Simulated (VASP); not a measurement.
CrCuO2, 4 atoms in the cell. It takes space group R-3m (No. 166, trigonal). The conventional cell has a = 2.702 Å, b = 2.702 Å, c = 18.358 Å, α = 90.00°, β = 90.00°, γ = 120.00°. Cr (site symmetry -3m) has 6 O at 1.96 Å and 6 Cr at 2.70 Å within 2.8 Å. Cu (site symmetry -3m) has 2 O at 1.88 Å within 2.5 Å. O (site symmetry 3m) has 1 Cu at 1.88 Å and 3 Cr at 1.96 Å within 2.5 Å. 

- Program: VASP 6.6.1
- Task: single point
- Functional: PBE
- Potentials or basis: VASP PAW PBE potentials, release 64 (Cr_pv, Cu, O)
- Cutoff: 600 eV
- k mesh: 14 × 14 × 14
- Occupations: gaussian, width 0.05 eV
- Spin: no spin polarisation
- Dipole correction: no
- Further INCAR settings: ALGO = Normal; EDIFF = 1e-06; NBANDS = 26

Potentials or basis: VASP PAW PBE potentials, release 64 (Cr_pv, Cu, O).

Run with:

```bash
$ cat potpaw_PBE.64/Cr_pv/POTCAR potpaw_PBE.64/Cu/POTCAR potpaw_PBE.64/O/POTCAR > POTCAR
$ mpirun -np 1 vasp_std > vasp.out
```

Hardware: 1 thread of Intel(R) Xeon(R) 6975P-C (Granite Rapids) (shared host).

Task: How long does it take, and how much memory?

Result: Wall time 11 min on 1 thread of Intel(R) Xeon(R) 6975P-C (Granite Rapids), on a shared host, peak memory 0.61 GiB. Counts: scf iterations 15, k points 288.
